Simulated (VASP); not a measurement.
# Si2W (I4/mmm) in VASP: further runs

Si2W is run at these levels: PBE; tasks: single point.

Program: VASP 6.6.1. These are calculated values, not measurements. Logs are shortened: lines on timing, memory, paths and dates and some standing lists are left out, and cuts for length are marked.

**1. The cell of the first run**

It takes space group I4/mmm (No. 139, tetragonal). The conventional cell has a = 3.212 Å, b = 3.212 Å, c = 7.880 Å, α = 90.00°, β = 90.00°, γ = 90.00°. Within 3.5 Å of Si (site symmetry 4mm) lie 9 Si at 2.62 to 3.21 Å and 5 W at 2.62 Å. W (site symmetry 4/mmm) has 10 Si at 2.62 Å and 4 W at 3.21 Å within 3.5 Å.

**2. Single point, PBE**

Contents of INCAR:

```
PREC     = Accurate       # precision mode
ENCUT    = 520            # plane-wave cutoff, eV
EDIFF    = 1E-7           # SCF threshold, eV
ISMEAR   = 0              # smearing method
SIGMA    = 0.1            # smearing width, eV
LREAL    = False          # projectors in reciprocal space
LASPH    = True           # aspherical terms in the spheres
NELM     = 80             # most SCF steps
ALGO     = Normal         # electronic algorithm
ISIF     = 2              # what is computed and relaxed
LWAVE    = False          # write WAVECAR
LCHARG   = True           # write CHGCAR
GGA      = PE             # functional
LELF     = True           # ELF
LVHAR    = True         
NBANDS   = 18             # bands
```

Contents of KPOINTS:

```
Automatic mesh
0
Gamma
  8 8 8
```

Contents of POSCAR:

```
Si2W
1.0
   -1.6059999500      1.6059999500      3.9400000600
    1.6059999500     -1.6059999500      3.9400000600
    1.6059999500      1.6059999500     -3.9400000600
Si W
2 1
Direct
    0.3330000000      0.3330000000      0.0000000000
    0.6670000000      0.6670000000      0.0000000000
    0.0000000000      0.0000000000      0.0000000000
```

Potentials or basis: VASP PAW PBE potentials, release 64 (Si, W_sv).

Launch:

```console
> cat potpaw_PBE.64/Si/POTCAR potpaw_PBE.64/W_sv/POTCAR > POTCAR
> mpirun -np 1 vasp_std > vasp.out
```

OUTCAR:

```text
PREC = Accurate
   ENCUT = 520
   EDIFF = 1E-7
   ISMEAR = 0
   LREAL = False
   LASPH = True
   NELM = 80
   ISIF = 2
   GGA = PE

 ion  position               nearest neighbor table
   1  0.333  0.333  0.000-   2 2.62   2 2.62   2 2.62   2 2.62   3 2.62   3 2.62   3 2.62   3 2.62
                             3 2.62   2 2.63
   2  0.667  0.667  0.000-   1 2.62   1 2.62   1 2.62   1 2.62   3 2.62   3 2.62   3 2.62   3 2.62
                             3 2.62   1 2.63
   3  0.000  0.000  0.000-   1 2.62   2 2.62   1 2.62   2 2.62   2 2.62   2 2.62   1 2.62   1 2.62
                             2 2.62   1 2.62

  LATTYP: Found a body centered tetragonal cell.
 ALAT       =     3.2119999000
 C/A-ratio  =     2.4533002383

  Lattice vectors:

 A1 = (  -1.6059999500,   1.6059999500,   3.9400000600)
 A2 = (   1.6059999500,  -1.6059999500,   3.9400000600)
 A3 = (   1.6059999500,   1.6059999500,  -3.9400000600)

Analysis of symmetry for initial positions (statically):
=====================================================================
 Subroutine PRICEL returns:
 Original cell was already a primitive cell.

 Routine SETGRP: Setting up the symmetry group for a
 body centered tetragonal supercell.

 Subroutine GETGRP returns: Found 16 space group operations
 (whereof 16 operations were pure point group operations)
 out of a pool of 16 trial point group operations.

The static configuration has the point symmetry D_4h.

Analysis of symmetry for dynamics (positions and initial velocities):
=====================================================================
 Subroutine PRICEL returns:
 Original cell was already a primitive cell.

 Routine SETGRP: Setting up the symmetry group for a
 body centered tetragonal supercell.

 Subroutine GETGRP returns: Found 16 space group operations
 (whereof 16 operations were pure point group operations)
 out of a pool of 16 trial point group operations.

The dynamic configuration has the point symmetry D_4h.

 Subroutine INISYM returns: Found 16 space group operations
 (whereof 16 operations are pure point group operations),
 and found     1 'primitive' translations

----------------------------------------------------------------------------------------

                                     Primitive cell

  volume of cell :      40.6488

[... 83 lines left out ...]
   ICHARG =      2    charge: 1-file 2-atom 10-const
   ISPIN  =      1    spin polarized calculation?
   LNONCOLLINEAR =      F non collinear calculations
   LSORBIT =      F    spin-orbit coupling
   LASPH  =      T    aspherical Exc in radial PAW
   ENCUT  =  520.0 eV  38.22 Ry    6.18 a.u.   8.46  8.46  8.46*2*pi/ulx,y,z
   NELM   =     80;   NELMIN=  2; NELMDL= -5     # of ELM steps
   EDIFF  = 0.1E-06   stopping-criterion for ELM
   LREAL  =      F    real-space projection
   EDIFFG = 0.1E-05   stopping-criterion for IOM
   NSW    =      0    number of steps for IOM
   IBRION =     -1    ionic relax: 0-MD 1-quasi-New 2-CG
   NFREE  =      0    steps in history (QN), initial steepest desc. (CG)
   ISIF   =      2    stress and relaxation
   ISYM   =      2    0-nonsym 1-usesym 2-fastsym
   POTIM  = 0.5000    time-step for ionic-motion
   TEBEG  =    0.0;   TEEND  =   0.0 temperature during run
   PSTRESS=    0.0 pullay stress
   NELECT =      22.0000    total number of electrons
   NUPDOWN=      -1.0000    fix difference up-down
   EMIN   =  10.00;   EMAX   =-10.00  energy-range for DOS
   EFERMI =   0.00;   METHOD = LEGACY
   ISMEAR =     0;   SIGMA  =   0.10  broadening in eV -4-tet -1-fermi 0-gaus
   EFERMI_NEDOS =   21; number of points for ismear=-14 and -15
   IALGO  =     38    algorithm
   IMIX   =      4    mixing-type and parameters
     AMIX     =   0.40;   BMIX     =  1.00
     AMIX_MAG =   1.60;   BMIX_MAG =  1.00
  volume/ion in A,a.u.               =      13.55        91.44
  Fermi-wavevector in a.u.,A,eV,Ry     =   1.334136  2.521151 24.217251  1.779918
  Thomas-Fermi vector in A             =   2.462940
   LORBIT       =      0    0 simple, 1 ext, 2 COOP (PROOUT), +10 PAW based schemes
   GGA     = PE    functional components
   LHFCALC =     F    Hartree Fock is set to
   AEXX    =    0.0000 exact exchange contribution
   IVDW    =     0    specifies the selected vdW correction
   LEPSILON=     F    determine dielectric tensor
   LRPA    =     F    only Hartree local field effects (RPA)
 non-spin polarized calculation
 Gauss-broadening in eV      SIGMA  =   0.10
  energy-cutoff  :      520.00
  volume of cell :       40.65
 maximum number of plane-waves:      1116
 NGX is ok and might be reduce to    36

 number of electron      21.9999999 magnetization

 Free energy of the ion-electron system (eV)
  ---------------------------------------------------
  ext. energy  EPLUGINS =         0.00000000
  ---------------------------------------------------
  free energy    TOTEN  =       -24.80847841 eV

  energy without entropy =      -24.80613335  energy(sigma->0) =      -24.80730588

 E-fermi :  11.8028     XC(G=0): -12.5053

 val. band max:       11.7927185083   @ k =  -0.3750   0.5000   0.3750
 cond. band min:      11.8678157605   @ k =   0.2500   0.2500   0.2500
 fundamental gap:      0.0750972522
 Fermi energy:        11.8028028987

 k-point     1 :       0.0000    0.0000    0.0000
  band No.  band energies     occupation
      1     -61.9712      2.00000
      2     -26.2443      2.00000
      3     -26.1954      2.00000
      4     -26.1954      2.00000
      5      -2.1641      2.00000
      6       5.0959      2.00000
[... 481 lines left out ...]
      5       2.3081      2.00000
      6       2.7158      2.00000
[... 10 lines left out ...]
     17      18.7792      0.00000
     18      20.3028      0.00000

 [... further k-points ...]
[... 5 lines left out ...]
  --------------------------------------------------------------------------------------
  -------------------------------------------------------------------------------------
  Total        0.7061101      0.7061101     -0.0572305      0.0000000      0.0000000      0.0000000
  in kB       27.8314449     27.8314449     -2.2557513      0.0000000      0.0000000      0.0000000
  external PRESSURE =      17.8023795 kB  Pullay stress =       0.0000000 kB

 VOLUME and BASIS-vectors are now :
 -----------------------------------------------------------------------------
  energy-cutoff  :      520.00
  volume of cell :       40.65
      direct lattice vectors                 reciprocal lattice vectors
    -1.605999950  1.605999950  3.940000060     0.000000000  0.311332513  0.126903551
     1.605999950 -1.605999950  3.940000060     0.311332513  0.000000000  0.126903551
     1.605999950  1.605999950 -3.940000060     0.311332513  0.311332513  0.000000000

 POSITION                                       TOTAL-FORCE (eV/Angst)
 -----------------------------------------------------------------------------------
      0.00000      0.00000      2.62404         0.000000      0.000000      0.246163
      0.00000      0.00000      5.25596        -0.000000     -0.000000     -0.246163
      0.00000      0.00000      0.00000        -0.000000     -0.000000      0.000000
 -----------------------------------------------------------------------------------
    total drift:                                0.000000      0.000000     -0.000000

  FREE ENERGIE OF THE ION-ELECTRON SYSTEM (eV)
  ---------------------------------------------------
  free  energy   TOTEN  =       -24.8084784112 eV

  energy  without entropy=      -24.8061333465  energy(sigma->0) =      -24.80730588
```

OSZICAR:

```text
N       E                     dE             d eps       ncg     rms          rms(c)
DAV:   1     0.130844322510E+03    0.13084E+03   -0.10867E+04  2124   0.124E+03
DAV:   2    -0.212829847833E+02   -0.15213E+03   -0.14830E+03  2424   0.322E+02
DAV:   3    -0.256435079719E+02   -0.43605E+01   -0.42982E+01  2656   0.494E+01
DAV:   4    -0.256830960134E+02   -0.39588E-01   -0.39537E-01  2508   0.487E+00
DAV:   5    -0.256835272115E+02   -0.43120E-03   -0.43118E-03  2552   0.546E-01    0.250E+01
DAV:   6    -0.249154531797E+02    0.76807E+00   -0.36492E+00  2272   0.134E+01    0.852E+00
DAV:   7    -0.248328912495E+02    0.82562E-01   -0.27372E-01  2272   0.288E+00    0.464E+00
DAV:   8    -0.248089984395E+02    0.23893E-01   -0.49951E-02  2368   0.176E+00    0.338E-01
DAV:   9    -0.248085784018E+02    0.42004E-03   -0.10809E-03  2460   0.269E-01    0.202E-01
DAV:  10    -0.248084857164E+02    0.92685E-04   -0.28887E-04  2540   0.147E-01    0.385E-02
DAV:  11    -0.248084789470E+02    0.67694E-05   -0.41467E-05  2448   0.472E-02    0.190E-02
DAV:  12    -0.248084792289E+02   -0.28189E-06   -0.20582E-06  2494   0.939E-03    0.481E-03
DAV:  13    -0.248084784865E+02    0.74241E-06   -0.43762E-07  2296   0.586E-03    0.681E-04
DAV:  14    -0.248084784112E+02    0.75283E-07   -0.14829E-08  1158   0.114E-03
   1 F= -.24808478E+02 E0= -.24807306E+02  d E =-.234506E-02
```

stdout:

```text
POSCAR found type information on POSCAR SiW
 POSCAR found :  2 types and       3 ions
 scaLAPACK will be used
 LDA part: xc-table for (Slater+PW92), standard interpolation
 POSCAR, INCAR and KPOINTS ok, starting setup
 FFT: planning ... GRIDC
 FFT: planning ... GRID_SOFT
 FFT: planning ... GRID
 WAVECAR not read
 entering main loop
```

Run time: 41 s. Hardware: 1 thread of Intel Xeon 6975P-C, shared host; peak memory 0.22 GiB.

What came out:

| Quantity | Value |
| --- | --- |
| Free energy | -24.8085 eV |
| Pressure | 1.8 GPa |
| Largest force | 0.246 eV/Å |
| Band gap on the k mesh | zero (bands 11 and 12 overlap by 1.27 eV) |

Forces in eV/Å, atoms in the order of the input:
```
Si   0.000  0.000  0.246
Si   0.000  0.000 -0.246
W    0.000  0.000  0.000
```

Levels at points of the mesh, in eV from the Fermi level:
```tsv
k point	band 7	band 8	band 9	band 10	band 11	band 12	band 13	band 14	band 15	band 16
(0.00, 0.00, 0.00)	-3.75	-3.17	-2.75	-2.75	0.78	2.77	2.98	3.29	3.29	4.64
(0.50, 0.00, 0.00)	-5.61	-4.74	-2.69	-2.60	-0.33	2.83	2.84	4.02	4.41	5.20
(0.50, 0.50, 0.00)	-5.93	-5.47	-4.94	-3.17	-1.59	2.72	3.10	3.23	3.85	4.43
(0.50, 0.50, 0.50)	-3.69	-2.53	-0.76	-0.76	-0.41	-0.41	0.96	4.41	4.92	6.12
```

Caveat: spin-orbit coupling is left out, which moves the levels of the heavy elements.

**3. Single point, PBE**

This run uses another cell than the first one: it holds 6 atoms, not 3.

Contents of INCAR:

```
PREC = Accurate
ENCUT = 520
EDIFF = 1E-7
ISMEAR = 0
SIGMA = 0.2
LREAL = F
LASPH = T
NELM = 60
ALGO = Normal
ISIF = 2
LWAVE = F
LCHARG = F
GGA = PE
NBANDS = 31
```

Contents of KPOINTS:

```
regular mesh
0
Gamma
  8 8 8
```

Contents of POSCAR:

```
Si2W
1.0
    0.0000000000      3.2290387700      0.0000000000
    1.6145193850      1.6145193850     -3.9334275705
   -4.8435581550      1.6145193850     -3.9334275705
Si W
4 2
Direct
    0.3345271476      0.4982092786      0.8327364262
    0.3345271476      0.9982092786      0.3327364262
    0.6654728524      0.0017907214      0.6672635738
    0.6654728524      0.5017907214      0.1672635738
    0.0000000000      1.0000000000      1.0000000000
    1.0000000000      0.5000000000      0.5000000000
```

Potentials or basis: VASP PAW PBE potentials, release 64 (Si, W_sv).

Launch:

```console
> cat potpaw_PBE.64/Si/POTCAR potpaw_PBE.64/W_sv/POTCAR > POTCAR
> mpirun -np 1 vasp_std > vasp.out
```

Run time: 4.1 min. Hardware: 1 thread of Intel Xeon 6975P-C, shared host; peak memory 0.41 GiB.

It converged, with:

```
Free energy            : -49.6380 eV
Pressure               : 0.1 GPa
Largest force          : 0.009 eV/Å
Band gap on the k mesh : zero (bands 22 and 23 overlap by 1.13 eV)
```

Forces in eV/Å, atoms in the order of the input:
```
Si   0.002  0.000  0.009
Si   0.002  0.000  0.009
Si  -0.002  0.000 -0.009
Si  -0.002  0.000 -0.009
W    0.000  0.000  0.000
W    0.000  0.000  0.000
```

Stress tensor (GPa, compression positive):
```
0.23 0.00 0.00
0.00 0.05 0.00
0.00 0.00 0.07
```

Levels at points of the mesh, in eV from the Fermi level:
```tsv
k point	band 18	band 19	band 20	band 21	band 22	band 23	band 24	band 25	band 26	band 27
(0.00, 0.00, 0.00)	-2.79	-2.73	-2.70	-0.40	0.62	2.67	2.67	2.77	3.00	3.06
(0.50, 0.00, 0.00)	-3.17	-2.73	-2.70	-1.73	-0.40	2.67	2.75	2.77	2.93	3.08
(0.00, 0.50, 0.00)	-2.23	-2.06	-2.06	-0.44	-0.44	0.81	0.81	2.33	2.33	3.44
(0.50, 0.50, 0.00)	-3.29	-2.43	-2.43	-2.29	-2.29	1.04	1.04	2.41	2.41	3.09
(0.00, 0.00, 0.50)	-2.40	-2.16	-2.16	-1.32	-1.32	1.26	1.26	2.15	2.15	4.32
(0.00, 0.50, 0.50)	-2.53	-0.83	-0.83	-0.47	-0.47	-0.40	0.80	2.67	2.77	3.92
```

Caveat: spin-orbit coupling is left out, which moves the levels of the heavy elements.

The gap in the log of VASP goes by the Fermi energy; the results here count the filled bands.